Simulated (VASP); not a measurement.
# Li in VASP: notebook

The runs below take Li through single point, relaxation of cell and atoms, with PBE.

Everything below comes from runs of VASP 6.6.1. Logs are shortened: lines on timing, memory, paths and dates and some standing lists are left out, and cuts for length are marked.

### Step 1. The cell of the first run

Symmetry: Cmmm, No. 65, orthorhombic system. Conventional cell: a = 2.932 Å, b = 5.048 Å, c = 2.734 Å, α = 90.00°, β = 90.00°, γ = 90.00°. Li (site symmetry mmm) has 8 Li at 2.73 to 2.93 Å within 3.6 Å.

The cell was generated, and may not be a known phase.

### Step 2. Single point, PBE

Contents of INCAR:

```
  PREC = Accurate
  ENCUT = 520
  EDIFF = 1E-6
  ISMEAR = 0
  SIGMA = 0.1
  LREAL = F
  LASPH = T
  NELM = 80
  ALGO = Normal
  ISIF = 2
  LWAVE = F
  LCHARG = T
  GGA = PE
  LELF = T
  LVHAR = T
  NBANDS = 8
```

Contents of KPOINTS:

```
regular mesh
0
Gamma
  6 6 6
```

Contents of POSCAR:

```
Li
1.0
    1.4661799880     -2.5239992632      0.0000000000
    1.4661799880      2.5239992632      0.0000000000
    0.0000000000      0.0000000000      2.7343364340
Li
1
Direct
    0.0000000000      0.0000000000      0.5000000000
```

Potentials or basis: VASP PAW PBE potentials, release 64 (Li_sv).

The run is started by

```bash
$ cat potpaw_PBE.64/Li_sv/POTCAR > POTCAR
$ mpirun -np 1 vasp_std > vasp.out
```

OUTCAR:

```text
PREC = Accurate
   ENCUT = 520
   EDIFF = 1E-6
   ISMEAR = 0
   LREAL = F
   LASPH = T
   NELM = 80
   ISIF = 2
   GGA = PE

 ion  position               nearest neighbor table
   1  0.000  0.000  0.500-

  LATTYP: Found a base centered orthorhombic cell.
 ALAT       =     2.9323599760
 B/A-ratio  =     1.7214798209
 C/A-ratio  =     0.9324695659

  Lattice vectors:

 A1 = (   1.4661799880,  -2.5239992632,   0.0000000000)
 A2 = (   1.4661799880,   2.5239992632,   0.0000000000)
 A3 = (   0.0000000000,   0.0000000000,   2.7343364340)

Analysis of symmetry for initial positions (statically):
=====================================================================
 Subroutine PRICEL returns:
 Original cell was already a primitive cell.

 Routine SETGRP: Setting up the symmetry group for a
 base centered orthorhombic supercell.

 Subroutine GETGRP returns: Found  8 space group operations
 (whereof  8 operations were pure point group operations)
 out of a pool of  8 trial point group operations.

The static configuration has the point symmetry D_2h.

Analysis of symmetry for dynamics (positions and initial velocities):
=====================================================================
 Subroutine PRICEL returns:
 Original cell was already a primitive cell.

 Routine SETGRP: Setting up the symmetry group for a
 base centered orthorhombic supercell.

 Subroutine GETGRP returns: Found  8 space group operations
 (whereof  8 operations were pure point group operations)
 out of a pool of  8 trial point group operations.

The dynamic configuration has the point symmetry D_2h.

 Subroutine INISYM returns: Found  8 space group operations
 (whereof  8 operations are pure point group operations),
 and found     1 'primitive' translations

----------------------------------------------------------------------------------------

                                     Primitive cell

  volume of cell :      20.2376

  direct lattice vectors                    reciprocal lattice vectors
     1.466179988 -2.523999263  0.000000000     0.341022251 -0.198098315  0.000000000
     1.466179988  2.523999263  0.000000000     0.341022251  0.198098315  0.000000000
     0.000000000  0.000000000  2.734336434     0.000000000  0.000000000  0.365719444

  length of vectors
     2.918947762  2.918947762  2.734336434     0.394384480  0.394384480  0.365719444

  position of ions in fractional coordinates (direct lattice)
     0.000000000  0.000000000  0.500000000

  ion indices of the primitive-cell ions
   primitive index   ion index
                 1           1

----------------------------------------------------------------------------------------

 KPOINTS: regular mesh

Automatic generation of k-mesh.
 Grid dimensions read from file:
 generate k-points for:    6    6    6

 Generating k-lattice:

  Cartesian coordinates                     Fractional coordinates (reciprocal lattice)
     0.056837042 -0.033016386  0.000000000     0.166666667 -0.000000000  0.000000000
     0.056837042  0.033016386  0.000000000    -0.000000000  0.166666667  0.000000000
     0.000000000  0.000000000  0.060953241     0.000000000  0.000000000  0.166666667

  Length of vectors
     0.065730747  0.065730747  0.060953241

  Shift w.r.t. Gamma in fractional coordinates (k-lattice)
     0.000000000  0.000000000  0.000000000

 Subroutine IBZKPT returns following result:
 ===========================================

 Found     52 irreducible k-points:

 Following reciprocal coordinates:
            Coordinates               Weight
  0.000000  0.000000  0.000000      1.000000
  0.166667  0.000000  0.000000      4.000000
  0.333333  0.000000  0.000000      4.000000
  0.500000  0.000000  0.000000      2.000000
  0.166667  0.166667  0.000000      2.000000
  0.333333  0.166667  0.000000      4.000000
[... 16 lines left out ...]
  0.333333  0.333333  0.166667      4.000000
  0.500000  0.333333  0.166667      8.000000
 [... further k-points ...]
   k-points           NKPTS =     52   k-points in BZ     NKDIM =     52   number of bands    NBANDS=      8
   number of dos      NEDOS =    301   number of ions     NIONS =      1
   total plane-waves  NPLWV =  11520
   dimension x,y,z NGX =    24 NGY =   24 NGZ =   20
   dimension x,y,z NGXF=    48 NGYF=   48 NGZF=   40
   ions per type =               1
   NGX,Y,Z   is equivalent  to a cutoff of  13.67, 13.67, 12.16 a.u.
   NGXF,Y,Z  is equivalent  to a cutoff of  27.34, 27.34, 24.32 a.u.
 SYSTEM =  unknown system
   PREC   = accura    normal or accurate (medium, high low for compatibility)
   ISTART =      0    job   : 0-new  1-cont  2-samecut
   ICHARG =      2    charge: 1-file 2-atom 10-const
   ISPIN  =      1    spin polarized calculation?
   LNONCOLLINEAR =      F non collinear calculations
   LSORBIT =      F    spin-orbit coupling
   LASPH  =      T    aspherical Exc in radial PAW
   ENCUT  =  520.0 eV  38.22 Ry    6.18 a.u.   5.43  5.43  5.08*2*pi/ulx,y,z
   NELM   =     80;   NELMIN=  2; NELMDL= -5     # of ELM steps
   EDIFF  = 0.1E-05   stopping-criterion for ELM
   LREAL  =      F    real-space projection
   EDIFFG = 0.1E-04   stopping-criterion for IOM
   NSW    =      0    number of steps for IOM
   IBRION =     -1    ionic relax: 0-MD 1-quasi-New 2-CG
   NFREE  =      0    steps in history (QN), initial steepest desc. (CG)
   ISIF   =      2    stress and relaxation
   ISYM   =      2    0-nonsym 1-usesym 2-fastsym
   POTIM  = 0.5000    time-step for ionic-motion
   TEBEG  =    0.0;   TEEND  =   0.0 temperature during run
   PSTRESS=    0.0 pullay stress
   NELECT =       3.0000    total number of electrons
   NUPDOWN=      -1.0000    fix difference up-down
   EMIN   =  10.00;   EMAX   =-10.00  energy-range for DOS
   EFERMI =   0.00;   METHOD = LEGACY
   ISMEAR =     0;   SIGMA  =   0.10  broadening in eV -4-tet -1-fermi 0-gaus
   EFERMI_NEDOS =   21; number of points for ismear=-14 and -15
   IALGO  =     38    algorithm
   IMIX   =      4    mixing-type and parameters
     AMIX     =   0.40;   BMIX     =  1.00
     AMIX_MAG =   1.60;   BMIX_MAG =  1.00
  volume/ion in A,a.u.               =      20.24       136.57
  Fermi-wavevector in a.u.,A,eV,Ry     =   0.866421  1.637299 10.213700  0.750686
  Thomas-Fermi vector in A             =   1.984808
   LORBIT       =      0    0 simple, 1 ext, 2 COOP (PROOUT), +10 PAW based schemes
   GGA     = PE    functional components
   LHFCALC =     F    Hartree Fock is set to
   AEXX    =    0.0000 exact exchange contribution
   IVDW    =     0    specifies the selected vdW correction
   LEPSILON=     F    determine dielectric tensor
   LRPA    =     F    only Hartree local field effects (RPA)
 non-spin polarized calculation
 Gauss-broadening in eV      SIGMA  =   0.10
  energy-cutoff  :      520.00
  volume of cell :       20.24
 maximum number of plane-waves:       570
 NGX is ok and might be reduce to    24

 number of electron       3.0000006 magnetization

 Free energy of the ion-electron system (eV)
  ---------------------------------------------------
  ext. energy  EPLUGINS =         0.00000000
  ---------------------------------------------------
  free energy    TOTEN  =        -1.81349225 eV

  energy without entropy =       -1.80978610  energy(sigma->0) =       -1.81163917

 E-fermi :   0.6936     XC(G=0):  -7.0465

 val. band max:        0.5445718365   @ k =  -0.1667   0.1667   0.5000
 cond. band min:       0.7642777665   @ k =   0.3333   0.0000   0.3333
 fundamental gap:      0.2197059300
 Fermi energy:         0.6935852061

 k-point     1 :       0.0000    0.0000    0.0000
  band No.  band energies     occupation
      1     -46.0628      2.00000
      2      -2.9122      2.00000
      3      12.5847      0.00000
      4      14.2406      0.00000
      5      14.3363      0.00000
      6      15.4154      0.00000
      7      18.4756      0.00000
      8      18.6335      0.00000

 k-point     2 :       0.1667    0.0000    0.0000
  band No.  band energies     occupation
      1     -46.0577      2.00000
      2      -2.4344      2.00000
      3      10.5798      0.00000
      4      12.6724      0.00000
      5      13.1564      0.00000
      6      15.1185      0.00000
      7      18.1169      0.00000
      8      21.4696      0.00000

 k-point     3 :       0.3333    0.0000    0.0000
  band No.  band energies     occupation
      1     -46.0474      2.00000
      2      -1.0362      2.00000
      3       6.0222      0.00000
      4      10.9774      0.00000
      5      14.2798      0.00000
      6      14.7502      0.00000
      7      19.9404      0.00000
      8      23.6275      0.00000

 k-point     4 :       0.5000    0.0000    0.0000
  band No.  band energies     occupation
      1     -46.0423      2.00000
      2       0.4424      1.99962
      3       3.4234      0.00000
      4      10.3804      0.00000
      5      14.1438      0.00000
      6      16.1868      0.00000
      7      20.2528      0.00000
      8      21.0527      0.00000

 k-point     5 :       0.1667    0.1667    0.0000
  band No.  band energies     occupation
      1     -46.0501      2.00000
      2      -1.4868      2.00000
      3       8.0539      0.00000
      4       9.0691      0.00000
      5      14.2448      0.00000
      6      18.0598      0.00000
      7      18.1415      0.00000
      8      22.1202      0.00000
[... 177 lines left out ...]
 k-point    22 :      -0.1667    0.1667    0.1667
  band No.  band energies     occupation
      1     -46.0524      2.00000
      2      -2.0043      2.00000
      3       8.7407      0.00000
      4      11.9876      0.00000
      5      13.0445      0.00000
      6      16.6927      0.00000
      7      21.0693      0.00000
      8      21.8745      0.00000

 k-point    23 :       0.3333    0.3333    0.1667
  band No.  band energies     occupation
      1     -46.0348      2.00000
      2       2.9024      0.00000
      3       2.9268      0.00000
      4       6.1457      0.00000
      5      15.7414      0.00000
      6      16.4912      0.00000
      7      16.5181      0.00000
      8      24.1337      0.00000

 k-point    24 :       0.5000    0.3333    0.1667
  band No.  band energies     occupation
      1     -46.0372      2.00000
      2       0.8219      0.06956
      3       4.7279      0.00000
      4       7.8439      0.00000
      5      13.6336      0.00000
      6      16.3969      0.00000
      7      18.4967      0.00000
      8      20.9102      0.00000

 [... further k-points ...]

------------------------ aborting loop because EDIFF is reached ----------------------------------------

  FORCE on cell =-STRESS in cart. coord.  units (eV):
  Direction    XX          YY          ZZ          XY          YZ          ZX
  --------------------------------------------------------------------------------------
  -------------------------------------------------------------------------------------
  Total       -0.0190815     -0.0135608      0.0019046      0.0000000      0.0000000      0.0000000
  in kB       -1.5106528     -1.0735842      0.1507844      0.0000000      0.0000000      0.0000000
  external PRESSURE =      -0.8111509 kB  Pullay stress =       0.0000000 kB

 VOLUME and BASIS-vectors are now :
 -----------------------------------------------------------------------------
  energy-cutoff  :      520.00
  volume of cell :       20.24
      direct lattice vectors                 reciprocal lattice vectors
     1.466179988 -2.523999263  0.000000000     0.341022251 -0.198098315  0.000000000
     1.466179988  2.523999263  0.000000000     0.341022251  0.198098315  0.000000000
     0.000000000  0.000000000  2.734336434     0.000000000  0.000000000  0.365719444

 POSITION                                       TOTAL-FORCE (eV/Angst)
 -----------------------------------------------------------------------------------
      0.00000      0.00000      1.36717        -0.000000      0.000000      0.000000
 -----------------------------------------------------------------------------------
    total drift:                               -0.000000     -0.000000     -0.000000

  FREE ENERGIE OF THE ION-ELECTRON SYSTEM (eV)
  ---------------------------------------------------
  free  energy   TOTEN  =        -1.8134922464 eV

  energy  without entropy=       -1.8097861018  energy(sigma->0) =       -1.81163917
```

Wall time 10 s (1 thread of Intel Xeon 8259CL, shared host); peak memory 0.12 GiB.

What came out:

- Free energy: -1.8135 eV
- Band gap on the k mesh: zero (an odd number of electrons rules out a gap without spin polarisation)

Caveat: the k points lie up to 0.41 Å⁻¹ apart, too coarse for converged energies and pressures of a metal; the cutoff is under 1.25 times the usual one of these potentials, so pressure, stress and relaxed cells hold a basis-set (Pulay) error.

### Step 3. Single point, PBE

This run uses another cell than the first one, of 19.84 Å³/atom.

Contents of INCAR:

```
ALGO     = Normal         # electronic algorithm
EDIFF    = 1E-6           # SCF threshold, eV
ENCUT    = 520            # plane-wave cutoff, eV
GGA      = PE             # functional
ISIF     = 2              # what is computed and relaxed
ISMEAR   = 0              # smearing method
LASPH    = True           # aspherical terms in the spheres
LCHARG   = False          # write CHGCAR
LREAL    = False          # projectors in reciprocal space
LWAVE    = False          # write WAVECAR
NBANDS   = 8              # bands
NELM     = 80             # most SCF steps
PREC     = Accurate       # precision mode
SIGMA    = 0.1            # smearing width, eV
```

Contents of KPOINTS:

```
k-points
0
Gamma
  8 8 4
```

Contents of POSCAR:

```
Li
1.0
    1.2411493700     -1.9928509000      0.0000000000
    1.2411493700      1.9928509000      0.0000000000
    0.0000000000      0.0000000000      4.0098420500
Li
1
Direct
    0.0000000000      0.0000000000      0.5000000000
```

Potentials or basis: VASP PAW PBE potentials, release 64 (Li_sv).

The run is started by

```bash
$ cat potpaw_PBE.64/Li_sv/POTCAR > POTCAR
$ mpirun -np 1 vasp_std > vasp.out
```

Run time: 11 s. Hardware: 1 thread of Intel Xeon 8259CL, shared host; peak memory 0.12 GiB.

It converged, with:

- Free energy: -1.0443 eV
- Band gap on the k mesh: zero (an odd number of electrons rules out a gap without spin polarisation)

Levels at points of the mesh, in eV from the Fermi level:
```tsv
k point	band 1	band 2	band 3	band 4	band 5	band 6
(0.00, 0.00, 0.00)	-46.84	-3.22	2.60	6.62	21.16	22.45
(0.50, 0.00, 0.00)	-46.69	0.67	5.86	9.88	12.24	12.41
(0.50, 0.50, 0.00)	-46.66	1.42	6.63	10.90	13.14	13.31
(0.00, 0.00, 0.50)	-46.84	-1.65	-1.27	13.80	16.71	21.36
(0.50, 0.00, 0.50)	-46.69	1.23	6.23	7.36	8.27	17.21
(0.50, 0.50, 0.50)	-46.66	1.95	7.26	8.30	8.76	14.60
```

Caveat: the k points lie up to 0.39 Å⁻¹ apart, too coarse for converged energies and pressures of a metal; the cutoff is under 1.25 times the usual one of these potentials, so pressure, stress and relaxed cells hold a basis-set (Pulay) error.

### Step 4. Relaxation of cell and atoms, PBE

This run uses another cell than the first one, of 19.84 Å³/atom.

Contents of INCAR:

```
SYSTEM = Li
  PREC = Accurate
  ENCUT = 600
  EDIFF = 1E-6
  ISMEAR = 0
  SIGMA = 0.1
  LREAL = .FALSE.
  LASPH = .TRUE.
  NELM = 60
  ALGO = Normal
  ISIF = 3
  LWAVE = .FALSE.
  LCHARG = .FALSE.
  GGA = PE
  IBRION = 2
  NSW = 90
  EDIFFG = -0.04
```

Contents of KPOINTS:

```
Automatic mesh
0
G
  8 8 4
  0 0 0
```

POSCAR is that of step 3.

The run is started by

```bash
$ cat potpaw_PBE.64/Li_sv/POTCAR > POTCAR
$ mpirun -np 1 vasp_std > vasp.out
```

It took 49 s on 1 thread of Intel Xeon 8259CL, shared host; peak memory 0.13 GiB.

Results (log left out):

* Free energy: -1.8327 eV
* Relaxed volume: 18.85 Å³/atom
* Relaxed cell: a = 2.836 Å, b = 2.836 Å, c = 2.653 Å, α = 90.00°, β = 90.00°, γ = 117.88°
* Space group after relaxing (to 0.1 Å): Cmmm (No. 65)
* Energy gained by relaxing: 788.0 meV/atom
* Ionic steps: 10
* Pressure after relaxing: 0.0 GPa
* Band gap on the k mesh: zero (an odd number of electrons rules out a gap without spin polarisation)

Stress tensor (GPa, compression positive):
```
 0.21  0.00  0.00
 0.00 -0.22  0.00
 0.00  0.00  0.14
```

The path:
| step | energy change (eV) | largest force (eV/Å) | pressure (GPa) | volume (Å³) |
| --- | --- | --- | --- | --- |
| 1 | 0.0000 | 0.0000 | 10.14 | 19.84 |
| 2 | -0.3929 | 0.0000 | 3.11 | 23.49 |
| 3 | -0.5364 | 0.0000 | -1.57 | 27.13 |
| 4 | -0.5440 | 0.0000 | -2.43 | 27.95 |
| 5 | -0.6073 | 0.0000 | -2.84 | 26.28 |
| 6 | -0.7690 | 0.0000 | -2.36 | 21.24 |
| 7 | -0.7697 | 0.0000 | -2.16 | 20.78 |
| 8 | -0.7871 | 0.0000 | 0.25 | 18.59 |
| 9 | -0.7871 | 0.0000 | 0.13 | 18.68 |
| 10 | -0.7880 | 0.0000 | 0.04 | 18.85 |

Final structure:
```xyz
1
Lattice="1.4629 -2.4291 0.0000 1.4629 2.4291 0.0000 0.0000 0.0000 2.6526" Properties=species:S:1:pos:R:3 pbc="T T T"
Li    1.4629   -2.4291    1.3263
```

Levels at points of the mesh, in eV from the Fermi level:
```tsv
k point	band 1	band 2	band 3	band 4	band 5
(0.00, 0.00, 0.00)	-46.42	-3.44	12.97	14.06	14.66
(0.50, 0.00, 0.00)	-46.40	-0.15	3.08	10.61	14.56
(0.50, 0.50, 0.00)	-46.39	0.12	3.47	9.59	13.69
(0.00, 0.00, 0.50)	-46.39	-0.58	2.46	16.89	17.44
(0.50, 0.00, 0.50)	-46.37	3.97	4.24	6.64	9.52
(0.50, 0.50, 0.50)	-46.37	4.20	4.64	6.95	9.77
```

Caveat: the k points lie up to 0.59 Å⁻¹ apart in the final cell, too coarse for converged energies and pressures of a metal; the cutoff is under 1.25 times the usual one of these potentials, so pressure, stress and relaxed cells hold a basis-set (Pulay) error; a cell axis changed by over 15 % at a fixed basis, so the end point is rough.

### Step 5. Single point, PBE

This run uses another cell than the first one: it holds 4 atoms, not 1.

Contents of INCAR:

```
SYSTEM = Li
ALGO = Normal
EDIFF = 1E-6
ENCUT = 520
GGA = PE
ISIF = 2
ISMEAR = 0
LASPH = .TRUE.
LCHARG = .FALSE.
LREAL = .FALSE.
LWAVE = .FALSE.
NBANDS = 14
NELM = 100
PREC = Accurate
SIGMA = 0.2
```

Contents of KPOINTS:

```
k-points
0
G
  8 6 6
  0 0 0
```

Contents of POSCAR:

```
Li
1.0
    0.0000000000      0.0000000000      2.7161495036
    5.8733825059     -0.0000000001      0.0000000000
   -2.9366912529      5.0864984563      0.0000000000
Li
4
Direct
    0.5000000000      0.0000000000      0.0000000000
    0.5000000000      1.0000000000      0.5000000000
    0.5000000000      0.5000000000      0.0000000000
    0.5000000000      0.5000000000      0.5000000000
```

The run is started by

```bash
$ cat potpaw_PBE.64/Li_sv/POTCAR > POTCAR
$ mpirun -np 1 vasp_std > vasp.out
```

Run time: 41 s. Hardware: 1 thread of Intel Xeon 8259CL, shared host; peak memory 0.19 GiB.

It converged, with:

```
Free energy            : -7.3689 eV
Band gap on the k mesh : zero (bands 6 and 7 overlap by 4.58 eV)
```

Levels at points of the mesh, in eV from the Fermi level:
| k point | band 3 | band 4 | band 5 | band 6 | band 7 | band 8 | band 9 | band 10 |
| --- | --- | --- | --- | --- | --- | --- | --- | --- |
| (0.00, 0.00, 0.00) | -46.61 | -46.61 | -3.48 | -0.14 | -0.14 | -0.14 | 2.82 | 2.82 |
| (0.50, 0.00, 0.00) | -46.59 | -46.59 | -0.62 | 2.08 | 3.75 | 3.75 | 3.75 | 4.06 |
| (0.00, 0.50, 0.00) | -46.61 | -46.61 | -2.42 | -2.42 | -0.33 | -0.33 | 4.14 | 4.14 |
| (0.50, 0.50, 0.00) | -46.59 | -46.59 | 0.78 | 0.78 | 2.68 | 2.68 | 3.45 | 3.45 |

Caveat: the cutoff is under 1.25 times the usual one of these potentials, so pressure, stress and relaxed cells hold a basis-set (Pulay) error.

### Step 6. Summary

| task | cell | k mesh | cutoff (eV) | smearing | gap on the mesh (eV) |
| --- | --- | --- | --- | --- | --- |
| single point | a = 2.919, b = 2.919, c = 2.734 Å, angles 90.0, 90.0, 119.7°, 1 atom, atomic positions A | 6 × 6 × 6 | 520 | gaussian 0.1 eV | none |
| single point | a = 2.348, b = 2.348, c = 4.010 Å, angles 90.0, 90.0, 116.2°, 1 atom, atomic positions A | 8 × 8 × 4 | 520 | gaussian 0.1 eV | none |
| relaxation of cell and atoms | relaxed from a = 2.348, b = 2.348, c = 4.010 Å, angles 90.0, 90.0, 116.2°, 1 atom, atomic positions A | 8 × 8 × 4 | 600 | gaussian 0.1 eV | none |
| single point | a = 2.716, b = 5.873, c = 5.873 Å, angles 120.0, 90.0, 90.0°, 4 atoms, atomic positions B | 8 × 6 × 6 | 520 | gaussian 0.2 eV | none |

Alike in all rows: level PBE; potentials or basis VASP PAW PBE potentials, release 64 (Li_sv); no spin polarisation.

Caveats: some runs use coarse meshes; the cutoff is under 1.25 times the usual one of these potentials, so pressure, stress and relaxed cells hold a basis-set (Pulay) error; a cell axis changed by over 15 % at a fixed basis, so the end point is rough (at least some runs).

Absolute energies hang on the potentials; compare differences alone.

The gap in the log of VASP goes by the Fermi energy; the results here count the filled bands.